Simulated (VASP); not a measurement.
**SiGe2: single point with r2SCAN**

The system is SiGe2.

```xyz
6
Lattice="0.0000 2.5078 4.2847 0.0000 -2.5078 4.2847 4.4193 2.5078 0.0000" Properties=species:S:1:pos:R:3 pbc="T T T"
Si    0.0000    0.0000    0.0000
Si    2.2097    1.2539    2.1424
Ge    2.9433    2.5078    4.2847
Ge    1.4761    0.0000    4.2847
Ge    3.6857    1.2539    6.4271
Ge    0.7336    1.2539    6.4271
```

```yaml
Program: VASP 6.6.1
Task: single point
Functional: r2SCAN
Potentials_or_basis: VASP PAW PBE potentials, release 64 (Si, Ge_d)
Cutoff: 520 eV
k_mesh: 8 × 8 × 8
Occupations: fermi-dirac, width 0.0352 eV
Spin: no spin polarisation
```

```json
{
  "Pressure": "12.1 GPa",
  "Largest force": "0.214 eV/Å",
  "Band gap on the k mesh": "zero (bands 32 and 33 overlap by 6.37 eV)"
}
```

Forces in eV/Å, atoms in the order of the input:
```
Si   0.000  0.000  0.000
Si   0.000  0.000  0.000
Ge  -0.214  0.000  0.000
Ge   0.214  0.000  0.000
Ge   0.214  0.000  0.000
Ge  -0.214  0.000  0.000
```

Stress tensor (GPa, compression positive):
```
 6.20  0.00  0.00
 0.00 11.63  0.00
 0.00  0.00 18.33
```

Levels at points of the mesh, in eV from the Fermi level:
```csv
k point,band 30,band 31,band 32,band 33,band 34,band 35
"(0.00, 0.00, 0.00)",-4.52,-4.48,-4.02,-3.86,1.05,1.18
"(0.50, 0.00, 0.00)",-1.14,-0.48,-0.32,0.76,1.09,2.37
"(0.50, 0.50, 0.00)",-4.49,1.25,1.25,1.39,1.39,1.78
"(0.00, 0.00, 0.50)",-4.76,0.87,0.87,1.05,1.05,1.18
"(0.50, 0.50, 0.50)",-0.87,-0.60,-0.60,-0.53,-0.53,4.17
```

Wall time 11 min on 1 thread of Intel(R) Xeon(R) 6975P-C (Granite Rapids) (shared host), peak memory 0.44 GiB.

Caveat: the stress differs along the axes, from 6 to 18 GPa; the PAW data sets were made with another functional, which shifts forces and pressure a little.
